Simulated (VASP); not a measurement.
A run of VASP 6.6.1 is set up as follows.

Contents of POSCAR:

```
Si2Mo
1.0
    3.2286230814      0.0000000000      0.0000000000
    0.0000000000      3.2286230814      0.0000000000
    0.0000000000      0.0000000000      7.4668278283
Si Mo
4 2
Direct
    0.0000000000      0.0000000000      0.3348695454
    0.5000000000      0.5000000000      0.1651304546
    0.5000000000      0.5000000000      0.8348695454
    0.0000000000      0.0000000000      0.6651304546
    0.0000000000      0.0000000000      0.0000000000
    0.5000000000      0.5000000000      0.5000000000
```

INCAR.step1

```
SYSTEM = Si2Mo
  PREC = Accurate
  ENCUT = 520
  ISMEAR = 0
  SIGMA = 0.1
  LREAL = .False.
  LASPH = .True.
  NELM = 100
  NBANDS = 31
  GGA = PE
  ALGO = Normal
  EDIFF = 1E-4
  LWAVE = .True.
  LCHARG = .False.
```

INCAR.step2

```
SYSTEM = Si2Mo
  PREC = Accurate
  ENCUT = 520
  EDIFF = 1E-6
  ISMEAR = 0
  SIGMA = 0.1
  LREAL = .False.
  LASPH = .True.
  NELM = 100
  ALGO = Normal
  ISIF = 2
  LWAVE = .False.
  LCHARG = .True.
  METAGGA = R2SCAN
  LMIXTAU = .True.
  LELF = .True.
  LVHAR = .True.
  NBANDS = 31
  ISTART = 1
```

The input KPOINTS:

```
regular mesh
0
Gamma
  12 12 6
  0 0 0
```

Potentials or basis: VASP PAW PBE potentials, release 64 (Si, Mo_sv).

Launch:

```sh
$ cat potpaw_PBE.64/Si/POTCAR potpaw_PBE.64/Mo_sv/POTCAR > POTCAR
$ cp INCAR.step1 INCAR
$ mpirun -np 1 vasp_std > vasp.out
$ cp INCAR.step2 INCAR
$ mpirun -np 1 vasp_std > vasp.out
```

Estimate the pressure.

9.5 GPa.

What does it give for the largest force?

0.006 eV/Å.

Predict the band gap on the k mesh.

zero (bands 22 and 23 overlap by 0.83 eV).

Stress tensor (GPa, compression positive):
```
 0.47  0.00  0.00
 0.00  0.47  0.00
 0.00  0.00 27.70
```

Caveat: the cell differs from its parent crystal (uniaxial strain along c: -4.5 %, then relaxed in part); the stress differs along the axes, from 0 to 28 GPa; the PAW data sets were made with another functional, which shifts forces and pressure a little.
